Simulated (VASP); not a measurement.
Write the native input for VASP 6.6.1 that does the following.

```
Task                   : single point
Functional             : r2SCAN
Potentials or basis    : VASP PAW PBE potentials, release 64 (Ta_pv)
Cutoff                 : 520 eV
k mesh                 : 20 × 20 × 20
Occupations            : gaussian, width 0.15 eV
Spin                   : no spin polarisation
Dipole correction      : no
Further INCAR settings : ALGO = Normal; EDIFF = 1e-07; NBANDS = 12
```

The system is Ta.

```xyz
1
Lattice="-1.6265 1.6265 1.6017 1.6265 -1.6265 1.6017 1.6265 1.6265 -1.6017" Properties=species:S:1:pos:R:3 pbc="T T T"
Ta    0.0000    0.0000    0.0000
```

This cell differs from its parent crystal: strain -0.015 along x and y, -0.030 along z.

The input as run:

POSCAR

```
Ta
1.0
   -1.6265108000      1.6265108000      1.6017416000
    1.6265108000     -1.6265108000      1.6017416000
    1.6265108000      1.6265108000     -1.6017416000
Ta
1
Direct
    0.0000000000      0.0000000000      0.0000000000
```

INCAR.step1

```
ALGO     = Normal         # electronic algorithm
EDIFF    = 1E-4           # SCF threshold, eV
ENCUT    = 520            # plane-wave cutoff, eV
GGA      = PE             # functional
ISMEAR   = 0              # smearing method
LASPH    = True           # aspherical terms in the spheres
LCHARG   = False          # write CHGCAR
LREAL    = False          # projectors in reciprocal space
LWAVE    = True           # write WAVECAR
NBANDS   = 12             # bands
NELM     = 60             # most SCF steps
PREC     = Accurate       # precision mode
SIGMA    = 0.15           # smearing width, eV
```

INCAR.step2

```
ALGO     = Normal         # electronic algorithm
EDIFF    = 1E-7           # SCF threshold, eV
ENCUT    = 520            # plane-wave cutoff, eV
ISIF     = 2              # what is computed and relaxed
ISMEAR   = 0              # smearing method
ISTART   = 1            
LASPH    = True           # aspherical terms in the spheres
LCHARG   = False          # write CHGCAR
LMIXTAU  = True         
LREAL    = False          # projectors in reciprocal space
LWAVE    = False          # write WAVECAR
METAGGA  = R2SCAN         # meta-GGA
NBANDS   = 12             # bands
NELM     = 60             # most SCF steps
PREC     = Accurate       # precision mode
SIGMA    = 0.15           # smearing width, eV
```

KPOINTS

```
k-points
0
Gamma
  20 20 20
```

Potentials or basis: VASP PAW PBE potentials, release 64 (Ta_pv).

The run is started by

```bash
$ cat potpaw_PBE.64/Ta_pv/POTCAR > POTCAR
$ cp INCAR.step1 INCAR
$ mpirun -np 1 vasp_std > vasp.out
$ cp INCAR.step2 INCAR
$ mpirun -np 1 vasp_std > vasp.out
```

Results of the run:

```json
{
  "Pressure": "15.3 GPa"
}
```

Caveat: the cell differs from its parent crystal (strain -0.015 along x and y, -0.030 along z); the PAW data sets were made with another functional, which shifts forces and pressure a little.

Run time: 2.6 min on 1 thread of Intel(R) Xeon(R) 6975P-C (Granite Rapids), on a shared host, peak memory 0.25 GiB.
